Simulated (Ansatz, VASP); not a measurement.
# CO2: VASP beside Ansatz

```
C O
1.0
     5.59659    0.00000    0.00000
     0.00000    5.59659    0.00000
     0.00000    0.00000    5.59659
C O
4 8
Direct
  0.00000 0.00000 0.00000
  0.50000 0.00000 0.50000
  0.50000 0.50000 0.00000
  0.00000 0.50000 0.50000
  0.12053 0.12053 0.12053
  0.37947 0.87947 0.62053
  0.62053 0.37947 0.87947
  0.87947 0.62053 0.37947
  0.87947 0.87947 0.87947
  0.62053 0.12053 0.37947
  0.37947 0.62053 0.12053
  0.12053 0.37947 0.62053
```

Alike in both runs: functional PBE; dispersion D3(BJ); k mesh 4 × 4 × 4; occupations gaussian, width 0.02 eV; no spin polarisation.

Ansatz relaxed the structure, and its values are those at the end. VASP's run is a single point on that final structure, the one shown.

```csv
,VASP,Ansatz
version,VASP 6.6.1,Ansatz 0.2.0
potentials or method,"VASP PAW PBE potentials, release 64 (C, O), cutoff 520 eV","scalar-relativistic, plane waves, PAW"
valence electrons in the cell,64,64
```

|  | VASP | Ansatz | Ansatz less VASP |
| --- | --- | --- | --- |
| gap on the k mesh at the Fermi level (eV) | 6.78 | 6.80 | +0.021 |
| least direct gap on the mesh (eV) | 6.78 | 6.80 | +0.021 |
| pressure (GPa) | 2.1 | 0.5 | -1.52 |
| rms of the force components (eV/Å) | 0.300 | 0.002 | -0.2983 |

One of these differences is far larger than is usual between the two programs; its cause wasn't traced. Ansatz's warnings: stress scf threshold loose.

Noted on VASP's run: the standard files for N, O and F lose accuracy on very short bonds.
